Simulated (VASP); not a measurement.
# GaAs (I-4m2) in VASP: notebook

GaAs is run at these levels: PBEsol; tasks: single point, relaxation of the atoms.

Program: VASP 6.6.1. These are calculated values, not measurements. Logs are shortened: lines on timing, memory, paths and dates and some standing lists are left out, and cuts for length are marked.

**1. The cell of the first run**

The structure is tetragonal, space group I-4m2 (No. 119). Conventional cell: a = 3.845 Å, b = 3.845 Å, c = 5.791 Å, α = 90.00°, β = 90.00°, γ = 90.00°. Ga (site symmetry -4m2) has 4 As at 2.41 Å within 3.2 Å. As (site symmetry -4m2) has 4 Ga at 2.41 Å within 3.2 Å.

**2. Single point, PBEsol (strained cell)**

The input, INCAR:

```
SYSTEM = GaAs
  PREC = Accurate
  ENCUT = 500
  EDIFF = 1E-6
  ISMEAR = 0
  SIGMA = 0.02
  LREAL = .FALSE.
  LASPH = .TRUE.
  NELM = 120
  ALGO = Normal
  ISIF = 2
  LWAVE = .FALSE.
  LCHARG = .FALSE.
  GGA = PS
  NBANDS = 16
  GGA_COMPAT = .FALSE.
```

The input, KPOINTS:

```
Automatic mesh
0
G
  10 10 10
  0 0 0
```

The input, POSCAR:

```
GaAs
1.0
    0.0000000000      2.7191670983      2.8957290410
    2.7191670983      0.0000000000      2.8957290410
    2.7191670983      2.7191670983      0.0000000000
Ga As
1 1
Direct
    0.0000000000      0.0000000000      0.0000000000
    0.2500000000      0.2500000000      0.2500000000
```

Potentials or basis: VASP PAW PBE potentials, release 64 (Ga_d, As).

Command:

```sh
$ cat potpaw_PBE.64/Ga_d/POTCAR potpaw_PBE.64/As/POTCAR > POTCAR
$ mpirun -np 1 vasp_std > vasp.out
```

OUTCAR:

```text
SYSTEM = GaAs
   PREC = Accurate
   ENCUT = 500
   EDIFF = 1E-6
   ISMEAR = 0
   LREAL = .FALSE.
   LASPH = .TRUE.
   NELM = 120
   ISIF = 2
   GGA = PS

 ion  position               nearest neighbor table
   1  0.000  0.000  0.000-   2 2.41   2 2.41   2 2.41   2 2.41
   2  0.250  0.250  0.250-   1 2.41   1 2.41   1 2.41   1 2.41

  LATTYP: Found a body centered tetragonal cell.
 ALAT       =     3.8454829888
 C/A-ratio  =     1.5060417895

  Lattice vectors:

 A1 = (  -2.7191670983,   0.0000000000,   2.8957290410)
 A2 = (   2.7191670983,   0.0000000000,   2.8957290410)
 A3 = (   0.0000000000,   2.7191670983,  -2.8957290410)

Analysis of symmetry for initial positions (statically):
=====================================================================
 Subroutine PRICEL returns:
 Original cell was already a primitive cell.

 Routine SETGRP: Setting up the symmetry group for a
 body centered tetragonal supercell.

 Subroutine GETGRP returns: Found  8 space group operations
 (whereof  8 operations were pure point group operations)
 out of a pool of 16 trial point group operations.

The static configuration has the point symmetry D_2d.

Analysis of symmetry for dynamics (positions and initial velocities):
=====================================================================
 Subroutine PRICEL returns:
 Original cell was already a primitive cell.

 Routine SETGRP: Setting up the symmetry group for a
 body centered tetragonal supercell.

 Subroutine GETGRP returns: Found  8 space group operations
 (whereof  8 operations were pure point group operations)
 out of a pool of 16 trial point group operations.

The dynamic configuration has the point symmetry D_2d.

 Subroutine INISYM returns: Found  8 space group operations
 (whereof  8 operations are pure point group operations),
 and found     1 'primitive' translations

----------------------------------------------------------------------------------------

                                     Primitive cell

  volume of cell :      42.8213

  direct lattice vectors                    reciprocal lattice vectors
     0.000000000  2.719167098  2.895729041    -0.183879836  0.183879836  0.172668089
     2.719167098  0.000000000  2.895729041     0.183879836 -0.183879836  0.172668089
     2.719167098  2.719167098  0.000000000     0.183879836  0.183879836 -0.172668089

  length of vectors
     3.972293593  3.972293593  3.845482989     0.312150376  0.312150376  0.312150376

[... 75 lines left out ...]
   LNONCOLLINEAR =      F non collinear calculations
   LSORBIT =      F    spin-orbit coupling
   LASPH  =      T    aspherical Exc in radial PAW
   ENCUT  =  500.0 eV  36.75 Ry    6.06 a.u.   7.24  7.24  7.01*2*pi/ulx,y,z
   NELM   =    120;   NELMIN=  2; NELMDL= -5     # of ELM steps
   EDIFF  = 0.1E-05   stopping-criterion for ELM
   LREAL  =      F    real-space projection
   EDIFFG = 0.1E-04   stopping-criterion for IOM
   NSW    =      0    number of steps for IOM
   IBRION =     -1    ionic relax: 0-MD 1-quasi-New 2-CG
   NFREE  =      0    steps in history (QN), initial steepest desc. (CG)
   ISIF   =      2    stress and relaxation
   ISYM   =      2    0-nonsym 1-usesym 2-fastsym
   POTIM  = 0.5000    time-step for ionic-motion
   TEBEG  =    0.0;   TEEND  =   0.0 temperature during run
   PSTRESS=    0.0 pullay stress
   NELECT =      18.0000    total number of electrons
   NUPDOWN=      -1.0000    fix difference up-down
   EMIN   =  10.00;   EMAX   =-10.00  energy-range for DOS
   EFERMI =   0.00;   METHOD = LEGACY
   ISMEAR =     0;   SIGMA  =   0.02  broadening in eV -4-tet -1-fermi 0-gaus
   EFERMI_NEDOS =   21; number of points for ismear=-14 and -15
   IALGO  =     38    algorithm
   IMIX   =      4    mixing-type and parameters
     AMIX     =   0.40;   BMIX     =  1.00
     AMIX_MAG =   1.60;   BMIX_MAG =  1.00
  volume/ion in A,a.u.               =      21.41       144.49
  Fermi-wavevector in a.u.,A,eV,Ry     =   1.226344  2.317455 20.462080  1.503920
  Thomas-Fermi vector in A             =   2.361349
   LORBIT       =      0    0 simple, 1 ext, 2 COOP (PROOUT), +10 PAW based schemes
   GGA     = PS    functional components
   LHFCALC =     F    Hartree Fock is set to
   AEXX    =    0.0000 exact exchange contribution
   IVDW    =     0    specifies the selected vdW correction
   LEPSILON=     F    determine dielectric tensor
   LRPA    =     F    only Hartree local field effects (RPA)
 non-spin polarized calculation
 Gauss-broadening in eV      SIGMA  =   0.02
  energy-cutoff  :      500.00
  volume of cell :       42.82
 maximum number of plane-waves:      1102
 NGX is ok and might be reduce to    30
   NGX = 15   NGY = 15   NGZ = 13

 number of electron      18.0000006 magnetization

 Free energy of the ion-electron system (eV)
  ---------------------------------------------------
  ext. energy  EPLUGINS =         0.00000000
  ---------------------------------------------------
  free energy    TOTEN  =        -9.03243647 eV

  energy without entropy =       -9.03243647  energy(sigma->0) =       -9.03243647

 E-fermi :   4.5850     XC(G=0): -10.0190

 val. band max:        4.4601956920   @ k =   0.0000   0.0000   0.0000
 cond. band min:       5.1534763417   @ k =   0.0000   0.0000   0.0000
 fundamental gap:      0.6932806497
 Fermi energy:         4.5850321421

 k-point     1 :       0.0000    0.0000    0.0000
  band No.  band energies     occupation
      1     -10.5722      2.00000
      2     -10.5559      2.00000
      3     -10.5559      2.00000
      4     -10.4716      2.00000
      5     -10.4666      2.00000
      6      -8.8217      2.00000
[... 433 lines left out ...]
      3     -10.5131      2.00000
      4     -10.4819      2.00000
      5     -10.4633      2.00000
      6      -7.0451      2.00000
[... 8 lines left out ...]
     15      17.0191      0.00000
     16      17.1338      0.00000

 [... further k-points ...]
[... 5 lines left out ...]
  --------------------------------------------------------------------------------------
  -------------------------------------------------------------------------------------
  Total        1.6111452      1.6111452      0.4513517      0.0000000      0.0000000     -0.0000000
  in kB       60.2817094     60.2817094     16.8875233      0.0000000      0.0000000     -0.0000000
  external PRESSURE =      45.8169807 kB  Pullay stress =       0.0000000 kB

 VOLUME and BASIS-vectors are now :
 -----------------------------------------------------------------------------
  energy-cutoff  :      500.00
  volume of cell :       42.82
      direct lattice vectors                 reciprocal lattice vectors
     0.000000000  2.719167098  2.895729041    -0.183879836  0.183879836  0.172668089
     2.719167098  0.000000000  2.895729041     0.183879836 -0.183879836  0.172668089
     2.719167098  2.719167098  0.000000000     0.183879836  0.183879836 -0.172668089

 POSITION                                       TOTAL-FORCE (eV/Angst)
 -----------------------------------------------------------------------------------
      0.00000      0.00000      0.00000        -0.000000     -0.000000      0.000000
      1.35958      1.35958      1.44786         0.000000      0.000000      0.000000
 -----------------------------------------------------------------------------------
    total drift:                                0.000003      0.000003      0.000007

  FREE ENERGIE OF THE ION-ELECTRON SYSTEM (eV)
  ---------------------------------------------------
  free  energy   TOTEN  =        -9.0324364663 eV

  energy  without entropy=       -9.0324364663  energy(sigma->0) =       -9.03243647
```

OSZICAR:

```text
N       E                     dE             d eps       ncg     rms          rms(c)
DAV:   1     0.806640498923E+02    0.80664E+02   -0.87645E+03  3360   0.155E+03
DAV:   2    -0.292889949958E+01   -0.83593E+02   -0.79557E+02  3664   0.301E+02
DAV:   3    -0.915686083352E+01   -0.62280E+01   -0.62049E+01  4000   0.652E+01
DAV:   4    -0.924839163067E+01   -0.91531E-01   -0.91517E-01  3960   0.874E+00
DAV:   5    -0.924961921450E+01   -0.12276E-02   -0.12275E-02  4216   0.906E-01    0.312E+00
DAV:   6    -0.907064141951E+01    0.17898E+00   -0.23066E-01  4968   0.982E+00    0.185E+00
DAV:   7    -0.903410376139E+01    0.36538E-01   -0.66891E-02  4944   0.225E+00    0.544E-01
DAV:   8    -0.903225323451E+01    0.18505E-02   -0.99675E-03  4024   0.116E+00    0.129E-01
DAV:   9    -0.903239215679E+01   -0.13892E-03   -0.72126E-04  4184   0.314E-01    0.403E-02
DAV:  10    -0.903241858286E+01   -0.26426E-04   -0.57704E-05  4896   0.844E-02    0.214E-02
DAV:  11    -0.903243650536E+01   -0.17923E-04   -0.20390E-05  3824   0.482E-02    0.330E-03
DAV:  12    -0.903243646628E+01    0.39085E-07   -0.88217E-07  3168   0.158E-02
   1 F= -.90324365E+01 E0= -.90324365E+01  d E =-.271138E-21
```

It took 94 s on 1 thread of Intel Xeon Platinum 8488C (Sapphire Rapids), shared host; peak memory 0.21 GiB.

Results:

```
Free energy            : -9.0324 eV
Pressure               : 4.6 GPa
Band gap on the k mesh : 0.69 eV
```

Stress tensor (GPa, compression positive):
```
6.03 0.00 0.00
0.00 6.03 0.00
0.00 0.00 1.69
```

Caveat: the cell differs from its parent crystal (strained cell); the cell stands under pressure; semilocal functionals underestimate gaps, and a narrow one can read as zero; the PAW data sets were made with another functional, which shifts forces and pressure a little. A k mesh can miss the band edges.

**3. Relaxation of the atoms, PBEsol (strained cell)**

The input, INCAR:

```
ALGO     = Normal         # electronic algorithm
EDIFF    = 1E-7           # SCF threshold, eV
EDIFFG   = -0.002         # ionic threshold
ENCUT    = 450            # plane-wave cutoff, eV
GGA      = PS             # functional
GGA_COMPAT= False        
IBRION   = 2              # ionic algorithm
ISIF     = 2              # what is computed and relaxed
ISMEAR   = 0              # smearing method
LASPH    = True           # aspherical terms in the spheres
LCHARG   = False          # write CHGCAR
LREAL    = False          # projectors in reciprocal space
LWAVE    = False          # write WAVECAR
NELM     = 120            # most SCF steps
NELMIN   = 4            
NSW      = 60             # ionic steps
PREC     = Accurate       # precision mode
SIGMA    = 0.02           # smearing width, eV
```

The input, KPOINTS:

```
k-points
0
Gamma
  10 10 10
```

POSCAR is that of step 2.

Potentials or basis: VASP PAW PBE potentials, release 64 (Ga_d, As).

Command:

```sh
$ cat potpaw_PBE.64/Ga_d/POTCAR potpaw_PBE.64/As/POTCAR > POTCAR
$ mpirun -np 1 vasp_std > vasp.out
```

Run time: 54 s. Hardware: 1 thread of Intel Xeon Platinum 8488C (Sapphire Rapids), shared host; peak memory 0.18 GiB.

It converged, with:

```yaml
Free_energy: -9.0319 eV
Pressure_after_relaxing: 4.5 GPa
Band_gap_on_the_k_mesh: 0.69 eV
```

Stress tensor (GPa, compression positive):
```
5.93 0.00 0.00
0.00 5.93 0.00
0.00 0.00 1.59
```

Final structure:
```
Ga As
1.0
     0.00000    2.71917    2.89573
     2.71917    0.00000    2.89573
     2.71917    2.71917    0.00000
Ga As
1 1
Direct
  0.00000 0.00000 0.00000
  0.25000 0.25000 0.25000
```

Levels at points of the mesh, in eV from the valence-band top:
| k point | band 5 | band 6 | band 7 | band 8 | band 9 | band 10 | band 11 | band 12 | band 13 |
| --- | --- | --- | --- | --- | --- | --- | --- | --- | --- |
| (0.00, 0.00, 0.00) | -14.93 | -13.28 | -0.42 | 0.00 | 0.00 | 0.69 | 3.53 | 3.53 | 3.70 |
| (0.50, 0.00, 0.00) | -14.92 | -11.33 | -7.12 | -1.65 | -1.08 | 0.86 | 4.32 | 4.71 | 7.53 |
| (0.50, 0.50, 0.00) | -14.92 | -10.70 | -7.51 | -2.72 | -2.72 | 1.40 | 1.81 | 10.40 | 10.40 |
| (0.50, 0.00, 0.50) | -14.91 | -10.43 | -7.10 | -3.18 | -3.14 | 0.98 | 1.20 | 9.99 | 10.36 |

Caveat: the cell differs from its parent crystal (strained cell); semilocal functionals underestimate gaps, and a narrow one can read as zero; the PAW data sets were made with another functional, which shifts forces and pressure a little.
